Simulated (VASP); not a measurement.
Y2SiF2:

```
Y Si F
1.0
     3.80968    0.00000    0.00000
     0.00000    3.80968    0.00000
     0.00000    0.00000    6.26430
Y Si F
2 1 2
Direct
  0.50000 0.00000 0.12543
  0.00000 0.50000 0.12543
  0.50000 0.50000 0.53880
  0.00000 0.00000 0.41271
  0.50000 0.50000 0.27390
```

The cell was built from a structure type or drawn by symmetry, and may not be a known phase.

- Program: VASP 6.6.1
- Task: relaxation of cell and atoms
- Functional: PBE
- Potentials or basis: VASP PAW PBE potentials, release 64 (Y_sv, Si, F_h)
- Cutoff: 910 eV
- k mesh: 4 × 4 × 4
- Occupations: gaussian, width 0.1 eV
- Spin: no spin polarisation

At the start: pressure 31.7 GPa; volume 18.18 Å³/atom.

**Question.** How do energy, volume and symmetry change on relaxing?

**Answer.** Over 37 steps the energy falls by 1841.0 meV/atom and the volume is 20.40 Å³/atom (+12.2 %); space group P4mm (No. 99, to 0.1 Å) before and after.

The path:
| step | energy change (eV) | largest force (eV/Å) | pressure (GPa) | volume (Å³) |
| --- | --- | --- | --- | --- |
| 1 | 0.0000 | 7.2625 | 31.66 | 90.92 |
| 2 | -2.9117 | 1.7939 | -12.49 | 146.63 |
| 3 | -3.7118 | 2.5706 | -3.11 | 124.41 |
| 4 | -4.4452 | 3.0914 | -2.71 | 119.76 |
| 5 | -6.7076 | 3.1459 | 0.96 | 105.67 |
| 6 | -4.7804 | 10.0764 | 40.90 | 76.72 |
| 7 | -6.4884 | 3.6969 | 4.09 | 99.06 |
| 8 | -7.6540 | 1.5602 | 13.08 | 87.97 |
| 9 | -7.9848 | 1.5188 | 10.15 | 89.65 |
| 10 | -8.0618 | 2.0499 | 6.75 | 91.72 |
| 11 | -8.0784 | 1.7224 | 7.57 | 91.20 |
| 12 | -8.2610 | 1.3843 | 3.66 | 93.86 |
| 13 | -8.3819 | 1.3879 | -1.77 | 98.27 |
| 14 | -8.3829 | 1.3869 | -2.22 | 98.68 |
| 15 | -8.4537 | 1.3063 | -1.57 | 98.40 |
| 16 | -8.5827 | 1.0097 | 0.50 | 97.55 |
| 17 | -8.5946 | 1.1957 | 1.52 | 97.14 |
| 18 | -8.6784 | 1.1572 | 0.66 | 98.36 |
| 19 | -8.8422 | 1.0721 | -1.67 | 102.07 |
| 20 | -8.7858 | 0.9119 | -6.62 | 109.75 |
| 21 | -8.8887 | 0.9971 | -3.49 | 104.88 |
| 22 | -8.9653 | 0.6253 | -1.42 | 103.42 |
| 23 | -8.9974 | 0.5454 | 1.11 | 101.79 |
| 24 | -9.0273 | 0.5819 | 0.63 | 102.26 |
| 25 | -9.0721 | 0.6411 | -0.69 | 103.68 |
| 26 | -9.1124 | 0.6827 | 0.00 | 103.18 |
| 27 | -9.1385 | 0.8995 | 1.16 | 102.44 |
| 28 | -9.1750 | 0.2916 | -1.16 | 104.24 |
| 29 | -9.1750 | 0.2628 | -1.24 | 104.32 |
| 30 | -9.1860 | 0.2390 | 0.30 | 102.64 |
| 31 | -9.1865 | 0.2395 | 0.03 | 102.94 |
| 32 | -9.1911 | 0.2008 | -0.09 | 102.78 |
| 33 | -9.1981 | 0.2065 | -0.26 | 102.31 |
| 34 | -9.2018 | 0.1372 | 0.32 | 101.65 |
| 35 | -9.2021 | 0.1194 | 0.50 | 101.48 |
| 36 | -9.2045 | 0.0531 | 0.16 | 101.77 |
| 37 | -9.2051 | 0.0328 | -0.15 | 102.02 |

Final structure:
```cif
data_structure
_symmetry_space_group_name_H-M 'P 1'
_symmetry_Int_Tables_number 1
_cell_length_a 4.5642
_cell_length_b 4.5642
_cell_length_c 4.8970
_cell_angle_alpha 90.000
_cell_angle_beta 90.000
_cell_angle_gamma 90.000
_cell_volume 102.02
loop_
_atom_site_label
_atom_site_type_symbol
_atom_site_fract_x
_atom_site_fract_y
_atom_site_fract_z
_atom_site_occupancy
Y1 Y 0.50000 0.00000 0.08762 1
Y2 Y 0.00000 0.50000 0.08762 1
Si1 Si 0.50000 0.50000 0.76415 1
F1 F 0.00000 0.00000 0.17155 1
F2 F 0.50000 0.50000 0.36532 1
```

Caveat: the k points lie up to 0.34 Å⁻¹ apart in the final cell, too coarse for converged energies and pressures of a metal; the cutoff is under 1.25 times the usual one of these potentials, so pressure, stress and relaxed cells hold a basis-set (Pulay) error; a cell axis changed by over 15 % at a fixed basis, so the end point is rough.
